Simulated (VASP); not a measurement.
A run of VASP 6.6.1 is set up as follows.

The input INCAR:

```
PREC = Accurate
ENCUT = 600
EDIFF = 1E-6
ISMEAR = -1
SIGMA = 0.05
LREAL = F
LASPH = T
NELM = 150
ALGO = Normal
ISIF = 3
LWAVE = F
LCHARG = F
ISPIN = 2
MAGMOM = 4 0
LORBIT = 11
LMAXMIX = 4
GGA = PE
IBRION = 2
NSW = 100
EDIFFG = -0.005
```

File KPOINTS:

```
regular mesh
0
Gamma
  13 13 13
```

Contents of POSCAR:

```
MnO
1.0
    0.0000000000      2.2322827293      2.2322827293
    2.2322827293      0.0000000000      2.2322827293
    2.2322827293      2.2322827293      0.0000000000
Mn O
1 1
Direct
    0.0000000000      0.0000000000      0.0000000000
    0.5000000000      0.5000000000      0.5000000000
```

Potentials or basis: VASP PAW PBE potentials, release 64 (Mn_pv, O).

The run is started by

```console
$ cat potpaw_PBE.64/Mn_pv/POTCAR potpaw_PBE.64/O/POTCAR > POTCAR
$ mpirun -np 1 vasp_std > vasp.out
```

Problem. Estimate the net moment.

Solution. 4.74 μB per cell.

Problem. Predict the site moments.

Solution. Mn +4.31; O +0.20 μB.

Problem. What does it give for the relaxed cell?

Solution. a = 3.139 Å, b = 3.139 Å, c = 3.139 Å, α = 60.00°, β = 60.00°, γ = 60.00°.

Problem. Predict the space group after relaxing (to 0.05 Å).

Solution. Fm-3m (No. 225).

Final structure:
```cif
data_structure
_symmetry_space_group_name_H-M 'P 1'
_symmetry_Int_Tables_number 1
_cell_length_a 3.1387
_cell_length_b 3.1387
_cell_length_c 3.1387
_cell_angle_alpha 60.000
_cell_angle_beta 60.000
_cell_angle_gamma 60.000
_cell_volume 21.87
loop_
_atom_site_label
_atom_site_type_symbol
_atom_site_fract_x
_atom_site_fract_y
_atom_site_fract_z
_atom_site_occupancy
Mn1 Mn 0.00000 0.00000 0.00000 1
O1 O 0.50000 0.50000 0.50000 1
```

Caveat: a cell with one magnetic atom can't hold antiferromagnetic order, which such compounds often take.
